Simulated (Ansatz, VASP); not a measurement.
In4SbAs3 in VASP and in Ansatz

```xyz
8
Lattice="6.3023 0.0000 0.0000 0.0000 6.3023 0.0000 0.0000 0.0000 6.3023" Properties=species:S:1:pos:R:3 pbc="T T T"
In    1.5258    4.7765    1.5258
In    1.5258    1.5258    4.7765
In    4.7765    4.7765    4.7765
In    4.7765    1.5258    1.5258
Sb    3.1512    3.1512    3.1512
As    3.1512    0.0000    0.0000
As    0.0000    0.0000    3.1512
As    0.0000    3.1512    0.0000
```

Alike in both runs: functional PBE; k mesh 6 × 6 × 6; occupations gaussian, width 0.1 eV; no spin polarisation.

Ansatz relaxed the structure, and its values are those at the end. VASP's run is a single point on that final structure, the one shown.

|  | VASP | Ansatz |
| --- | --- | --- |
| version | VASP 6.6.1 | Ansatz 0.2.0 |
| potentials or method | VASP PAW PBE potentials, release 64 (In_d, Sb, As), cutoff 520 eV | scalar-relativistic, plane waves, PAW |
| valence electrons in the cell | 72 | 112 |

```tsv
	VASP	Ansatz	Ansatz less VASP
gap on the k mesh at the Fermi level (eV)	none	none	-
pressure (GPa)	0.0	0.0	-0.02
rms of the force components (eV/Å)	0.002	0.005	+0.0026
```

A gap of «none» marks a metal or a gap that the smearing closes. VASP's potentials hold 72 valence electrons a cell and Ansatz's 112, so a difference there can come from the potentials and not from the codes.

Neither program's run includes spin-orbit coupling.
